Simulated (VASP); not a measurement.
# Cu (P6_3/mmc) in VASP: single point with HSE06

Aim: the single point of Cu with HSE06.

Everything below comes from runs of VASP 6.6.1. Logs are shortened: lines on timing, memory, paths and dates and some standing lists are left out, and cuts for length are marked.

## 1. The cell of the first run

It takes space group P6_3/mmc (No. 194, hexagonal). Conventional cell: a = 2.566 Å, b = 2.566 Å, c = 4.202 Å, α = 90.00°, β = 90.00°, γ = 120.00°. Cu (site symmetry -6m2) has 12 Cu at 2.57 Å within 3.4 Å.

This isn't the form of Cu at room conditions, which is fcc.

## 2. Single point, HSE06

Input file POSCAR:

```
Cu
1.0
    2.5661520258      0.0000000000      0.0000000000
   -1.2830760129      2.2223528444      0.0000000000
    0.0000000000      0.0000000000      4.2018316729
Cu
2
Direct
    0.3333333333      0.6666666667      0.2500000000
    0.6666666667      0.3333333333      0.7500000000
```

Input file INCAR.step1:

```
  PREC = Accurate
  ENCUT = 520
  EDIFF = 1E-5
  ISMEAR = -1
  SIGMA = 0.1
  LREAL = F
  LASPH = T
  NELM = 80
  ALGO = Normal
  ISIF = 2
  LWAVE = T
  LCHARG = F
  GGA = PE
  NBANDS = 18
```

Input file INCAR.step2:

```
  PREC = Accurate
  ENCUT = 520
  EDIFF = 1E-6
  ISMEAR = -1
  SIGMA = 0.1
  LREAL = F
  LASPH = T
  NELM = 80
  ALGO = Normal
  ISIF = 2
  LWAVE = F
  LCHARG = F
  GGA = PE
  LHFCALC = T
  HFSCREEN = 0.2079
  PRECFOCK = Normal
  ISTART = 1
  NBANDS = 18
```

Input file KPOINTS:

```
regular mesh
0
Gamma
  7 7 4
```

Potentials or basis: VASP PAW PBE potentials, release 64 (Cu).

Command:

```bash
$ cat potpaw_PBE.64/Cu/POTCAR > POTCAR
$ cp INCAR.step1 INCAR
$ mpirun -np 1 vasp_std > vasp.out
$ cp INCAR.step2 INCAR
$ mpirun -np 1 vasp_std > vasp.out
```

OUTCAR:

```text
PREC = Accurate
   ENCUT = 520
   EDIFF = 1E-6
   ISMEAR = -1
   LREAL = F
   LASPH = T
   NELM = 80
   ISIF = 2
   GGA = PE
   LHFCALC = T
   HFSCREEN = 0.2079
   PRECFOCK = Normal
   ISTART = 1

 ion  position               nearest neighbor table
   1  0.333  0.667  0.250-   2 2.57   2 2.57   2 2.57   2 2.57   2 2.57   2 2.57
   2  0.667  0.333  0.750-   1 2.57   1 2.57   1 2.57   1 2.57   1 2.57   1 2.57

  LATTYP: Found a hexagonal cell.
 ALAT       =     2.5661520258
 C/A-ratio  =     1.6374055904

  Lattice vectors:

 A1 = (   2.5661520258,   0.0000000000,   0.0000000000)
 A2 = (  -1.2830760129,   2.2223528444,   0.0000000000)
 A3 = (   0.0000000000,   0.0000000000,   4.2018316729)

Analysis of symmetry for initial positions (statically):
=====================================================================
 Subroutine PRICEL returns:
 Original cell was already a primitive cell.

 Routine SETGRP: Setting up the symmetry group for a
 hexagonal supercell.

 Subroutine GETGRP returns: Found 24 space group operations
 (whereof 12 operations were pure point group operations)
 out of a pool of 24 trial point group operations.

The static configuration has the point symmetry D_3d.
 The point group associated with its full space group is D_6h.

Analysis of symmetry for dynamics (positions and initial velocities):
=====================================================================
 Subroutine PRICEL returns:
 Original cell was already a primitive cell.

 Routine SETGRP: Setting up the symmetry group for a
 hexagonal supercell.

 Subroutine GETGRP returns: Found 24 space group operations
 (whereof 12 operations were pure point group operations)
 out of a pool of 24 trial point group operations.

The dynamic configuration has the point symmetry D_3d.
 The point group associated with its full space group is D_6h.

 Subroutine INISYM returns: Found 24 space group operations
 (whereof 12 operations are pure point group operations),
 and found     1 'primitive' translations

----------------------------------------------------------------------------------------

                                     Primitive cell

  volume of cell :      23.9626

  direct lattice vectors                    reciprocal lattice vectors
     2.566152026  0.000000000  0.000000000     0.389688526  0.224986775  0.000000000
    -1.283076013  2.222352844  0.000000000     0.000000000  0.449973551  0.000000000
     0.000000000  0.000000000  4.201831673     0.000000000  0.000000000  0.237991447

  length of vectors
     2.566152026  2.566152026  4.201831673     0.449973551  0.449973551  0.237991447

  position of ions in fractional coordinates (direct lattice)
     0.333333333  0.666666667  0.250000000
     0.666666667  0.333333333  0.750000000

  ion indices of the primitive-cell ions
   primitive index   ion index
                 1           1
                 2           2

----------------------------------------------------------------------------------------

 KPOINTS: regular mesh

Automatic generation of k-mesh.
 Grid dimensions read from file:
 generate k-points for:    7    7    4

 Generating k-lattice:

  Cartesian coordinates                     Fractional coordinates (reciprocal lattice)
     0.055669789  0.032140968  0.000000000     0.142857143  0.000000000  0.000000000
     0.000000000  0.064281936  0.000000000     0.000000000  0.142857143  0.000000000
     0.000000000  0.000000000  0.059497862     0.000000000  0.000000000  0.250000000

  Length of vectors
     0.064281936  0.064281936  0.059497862

  Shift w.r.t. Gamma in fractional coordinates (k-lattice)
     0.000000000  0.000000000  0.000000000

 Subroutine IBZKPT returns following result:
 ===========================================

 Found     24 irreducible k-points:

 Following reciprocal coordinates:
            Coordinates               Weight
  0.000000  0.000000  0.000000      1.000000
  0.142857 -0.000000  0.000000      6.000000
  0.285714  0.000000  0.000000      6.000000
  0.428571 -0.000000  0.000000      6.000000
  0.142857  0.142857  0.000000      6.000000
  0.285714  0.142857  0.000000     12.000000
[... 16 lines left out ...]
  0.428571  0.142857  0.500000      6.000000
  0.285714  0.285714  0.500000      6.000000
   k-points           NKPTS =     24   k-points in BZ     NKDIM =    196   number of bands    NBANDS=     18
   number of dos      NEDOS =    301   number of ions     NIONS =      2
   total plane-waves  NPLWV =  12800
   dimension x,y,z NGX =    20 NGY =   20 NGZ =   32
   dimension x,y,z NGXF=    40 NGYF=   40 NGZF=   64
   ions per type =               2
   NGX,Y,Z   is equivalent  to a cutoff of  12.96, 12.96, 12.66 a.u.
   NGXF,Y,Z  is equivalent  to a cutoff of  25.91, 25.91, 25.32 a.u.
 SYSTEM =  unknown system
   PREC   = accura    normal or accurate (medium, high low for compatibility)
   ISTART =      1    job   : 0-new  1-cont  2-samecut
   ICHARG =      0    charge: 1-file 2-atom 10-const
   ISPIN  =      1    spin polarized calculation?
   LNONCOLLINEAR =      F non collinear calculations
   LSORBIT =      F    spin-orbit coupling
   LASPH  =      T    aspherical Exc in radial PAW
   ENCUT  =  520.0 eV  38.22 Ry    6.18 a.u.   4.77  4.77  7.81*2*pi/ulx,y,z
   NELM   =     80;   NELMIN=  2; NELMDL=  0     # of ELM steps
   EDIFF  = 0.1E-05   stopping-criterion for ELM
   LREAL  =      F    real-space projection
   EDIFFG = 0.1E-04   stopping-criterion for IOM
   NSW    =      0    number of steps for IOM
   IBRION =     -1    ionic relax: 0-MD 1-quasi-New 2-CG
   NFREE  =      0    steps in history (QN), initial steepest desc. (CG)
   ISIF   =      2    stress and relaxation
   ISYM   =      3    0-nonsym 1-usesym 2-fastsym
   POTIM  = 0.5000    time-step for ionic-motion
   TEBEG  =    0.0;   TEEND  =   0.0 temperature during run
   PSTRESS=    0.0 pullay stress
   NELECT =      22.0000    total number of electrons
   NUPDOWN=      -1.0000    fix difference up-down
   EMIN   =  10.00;   EMAX   =-10.00  energy-range for DOS
   EFERMI =   0.00;   METHOD = LEGACY
   ISMEAR =    -1;   SIGMA  =   0.10  broadening in eV -4-tet -1-fermi 0-gaus
   EFERMI_NEDOS =   21; number of points for ismear=-14 and -15
   IALGO  =     38    algorithm
   IMIX   =      1    mixing-type and parameters
     AMIX     =   0.40;   BMIX     =  1.00
     AMIX_MAG =   1.60;   BMIX_MAG =  1.00
  volume/ion in A,a.u.               =      11.98        80.85
  Fermi-wavevector in a.u.,A,eV,Ry     =   1.591125  3.006791 34.445593  2.531680
  Thomas-Fermi vector in A             =   2.689714
   LORBIT       =      0    0 simple, 1 ext, 2 COOP (PROOUT), +10 PAW based schemes
   GGA     = PE    functional components
   LHFCALC =     T    Hartree Fock is set to
   PRECFOCK=normal    Normal, Fast or Accurate (Low or Medium for compatibility)
   ENCUT4O =  -1.0   cutoff for four orbital integrals eV
   NKREDX  =     1    reduce k-point grid by
   NKREDY  =     1    reduce k-point grid by
   NKREDZ  =     1    reduce k-point grid by
   AEXX    =    0.2500 exact exchange contribution
   HFSCREEN=    0.2079 screening length (either q_TF or 0.3 A-1)
   HFSCREENC=   0.2079 screening length for correlation (either q_TF or 0.3 A-1)
   ENCUTFOCK=  -1.0 apply spherical cutoff to Coloumb kernel
   IVDW    =     0    specifies the selected vdW correction
   LEPSILON=     F    determine dielectric tensor
   LRPA    =     F    only Hartree local field effects (RPA)
 non-spin polarized calculation
  energy-cutoff  :      520.00
  volume of cell :       23.96
 maximum number of plane-waves:       658
 NGX is ok and might be reduce to    20
  NGX = 16; NGY = 16; NGZ = 24

 number of electron      22.0000009 magnetization

 Free energy of the ion-electron system (eV)
  ---------------------------------------------------
  ext. energy  EPLUGINS =         0.00000000
  ---------------------------------------------------
  free energy    TOTEN  =        -7.31867138 eV

  energy without entropy =       -7.30224888  energy(sigma->0) =       -7.31046013

 E-fermi :   7.0423     XC(G=0): -10.2437

 val. band max:        6.5761658597   @ k =   0.2857   0.1429   0.5000
 cond. band min:       7.0589975543   @ k =   0.4286  -0.0000   0.5000
 fundamental gap:      0.4828316946
 Fermi energy:         7.0423332726

 k-point     1 :       0.0000    0.0000    0.0000
  band No.  band energies     occupation
      1      -3.0476      2.00000
      2       0.8216      2.00000
      3       2.7464      2.00000
      4       2.8088      2.00000
      5       2.8088      2.00000
      6       3.0171      2.00000
[... 10 lines left out ...]
     17      31.9903      0.00000
     18      31.9903      0.00000

 k-point     2 :       0.1429   -0.0000    0.0000
  band No.  band energies     occupation
      1      -2.3193      2.00000
      2       1.1640      2.00000
      3       2.4973      2.00000
      4       2.8870      2.00000
      5       2.9160      2.00000
      6       3.0652      2.00000
[... 10 lines left out ...]
     17      31.0967      0.00000
     18      32.8127      0.00000

 k-point     3 :       0.2857    0.0000    0.0000
  band No.  band energies     occupation
      1      -0.3999      2.00000
      2       1.5040      2.00000
      3       1.9687      2.00000
      4       2.4210      2.00000
      5       2.8246      2.00000
      6       2.9096      2.00000
[... 10 lines left out ...]
     17      25.6231      0.00000
     18      28.4957      0.00000

 k-point     4 :       0.4286   -0.0000    0.0000
  band No.  band energies     occupation
      1       1.0172      2.00000
      2       1.2730      2.00000
      3       1.4767      2.00000
      4       2.7295      2.00000
      5       2.8994      2.00000
      6       3.0129      2.00000
[... 375 lines left out ...]
      4       2.1580      2.00000
      5       2.9638      2.00000
      6       2.9638      2.00000
[... 10 lines left out ...]
     17      24.6622      0.00000
     18      24.6622      0.00000

 k-point    23 :       0.4286    0.1429    0.5000
  band No.  band energies     occupation
      1       1.2411      2.00000
      2       1.2411      2.00000
      3       2.0604      2.00000
      4       2.0604      2.00000
      5       3.0796      2.00000
      6       3.0796      2.00000
[... 10 lines left out ...]
     17      26.5529      0.00000
     18      26.5529      0.00000

 k-point    24 :       0.2857    0.2857    0.5000
  band No.  band energies     occupation
      1       1.6555      2.00000
      2       1.6555      2.00000
      3       2.2208      2.00000
      4       2.2208      2.00000
      5       2.6362      2.00000
      6       2.6362      2.00000
[... 10 lines left out ...]
     17      27.2334      0.00000
     18      27.2334      0.00000

------------------------ aborting loop because EDIFF is reached ----------------------------------------

  FORCE on cell =-STRESS in cart. coord.  units (eV):
  Direction    XX          YY          ZZ          XY          YZ          ZX
  --------------------------------------------------------------------------------------
  -------------------------------------------------------------------------------------
  Total        0.0287018      0.0287018      0.0146100      0.0000000     -0.0000000      0.0000000
  in kB        1.9190465      1.9190465      0.9768506      0.0000000     -0.0000000      0.0000000
  external PRESSURE =       1.6049812 kB  Pullay stress =       0.0000000 kB

 VOLUME and BASIS-vectors are now :
 -----------------------------------------------------------------------------
  energy-cutoff  :      520.00
  volume of cell :       23.96
      direct lattice vectors                 reciprocal lattice vectors
     2.566152026  0.000000000  0.000000000     0.389688526  0.224986775  0.000000000
    -1.283076013  2.222352844  0.000000000     0.000000000  0.449973551  0.000000000
     0.000000000  0.000000000  4.201831673     0.000000000  0.000000000  0.237991447

 POSITION                                       TOTAL-FORCE (eV/Angst)
 -----------------------------------------------------------------------------------
     -0.00000      1.48157      1.05046        -0.000000      0.000000      0.000000
      1.28308      0.74078      3.15137         0.000000      0.000000     -0.000000
 -----------------------------------------------------------------------------------
    total drift:                               -0.000000      0.000000      0.000000

  FREE ENERGIE OF THE ION-ELECTRON SYSTEM (eV)
  ---------------------------------------------------
  free  energy   TOTEN  =        -7.3186713784 eV

  energy  without entropy=       -7.3022488788  energy(sigma->0) =       -7.31046013
```

Run time: 1.9 h. Hardware: 1 thread of Intel Xeon 8259CL, shared host; peak memory 0.25 GiB.

Results:

| Quantity | Value |
| --- | --- |
| Free energy | -7.3187 eV |
| Pressure | 0.2 GPa |
| Band gap on the k mesh | zero (bands 11 and 12 overlap by 6.07 eV) |

Caveat: the k points lie up to 0.40 Å⁻¹ apart, too coarse for converged energies and pressures of a metal; the PAW data sets were made with another functional, which shifts forces and pressure a little.

The gap in the log of VASP goes by the Fermi energy; the results here count the filled bands.